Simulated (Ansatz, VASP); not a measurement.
Given: the input of a run of VASP 6.6.1 on BN.

The input INCAR:

```
SYSTEM = BN
ALGO = Normal ; EDIFF = 1E-6
ENCUT = 520 ; GGA = CA
ISIF = 2 ; ISMEAR = -1
LASPH = .True. ; LCHARG = .True.
LELF = .True. ; LREAL = .False.
LVHAR = .True. ; LWAVE = .False.
NBANDS = 11 ; NELM = 80
PREC = Accurate ; SIGMA = 0.05
```

Contents of KPOINTS:

```
k-points
0
Gamma
  13 13 13
  0 0 0
```

The input POSCAR:

```
BN
1.0
    0.0000000000      3.5413121025      2.1945957093
    1.2681028322      0.0000000000      2.1945957093
    1.2681028322      3.5413121025      0.0000000000
N B
1 1
Direct
    0.6666513400      0.6666513400      0.3333486600
    0.0000486500      0.0000486500      0.9999513500
```

Potentials or basis: VASP PAW LDA potentials, release 64 (N, B).

Command:

```bash
$ cat potpaw_LDA.64/N/POTCAR potpaw_LDA.64/B/POTCAR > POTCAR
$ mpirun -np 1 vasp_std > vasp.out
```

Q: Translate it to Ansatz 0.2.0. Potentials there: Ansatz PAW.

A: As run (the cutoff follows the program's own potentials):

Contents of input.yaml:

```yaml
crystal:
  lattice:
    - [0.0, 3.5413121025, 2.1945957093]
    - [1.2681028322, 0.0, 2.1945957093]
    - [1.2681028322, 3.5413121025, 0.0]
  atoms:
    - { symbol: "N", position: [0.66665134, 0.66665134, 0.33334866] }
    - { symbol: B, position: [4.865e-05, 4.865e-05, 0.99995135] }
hamiltonian:
  xc: lda
  pseudopotentials: { kind: paw }
kpoints:
  mp_grid: { grid: [13, 13, 13] }
scf:
  occupations: { method: fermi_dirac, width: 0.05 }
output:
  forces: true
  stress: true
  eigenvalues: true
```

Potentials or basis: Ansatz PAW.

The run is started by

```sh
$ ansatz run input.yaml --threads 2 --pin off --max-ram 5632MiB --backend cpu --events-out ev --progress --plain --runs-dir out
```

Both were run:

|  | VASP | Ansatz | Ansatz less VASP |
| --- | --- | --- | --- |
| gap on the k mesh at the Fermi level (eV) | 3.67 | 3.68 | +0.014 |
| least direct gap on the mesh (eV) | 4.41 | 4.42 | +0.010 |
| pressure (GPa) | -12.0 | -12.4 | -0.38 |
| traceless stress, the component that is largest in VASP (GPa) | 10.69 | 11.22 | +0.535 |
| rms of the force components (eV/Å) | 0.005 | 0.005 | -0.0001 |

LDA's correlation is that of Perdew and Zunger in VASP and of Perdew and Wang (1992) in Ansatz. Atom by atom the forces differ by 0.000 eV/Å (rms over components).

Noted on Ansatz's run: odd divisions of the mesh miss points on the zone boundary, where band edges often lie, so the gap on the mesh can be too wide.
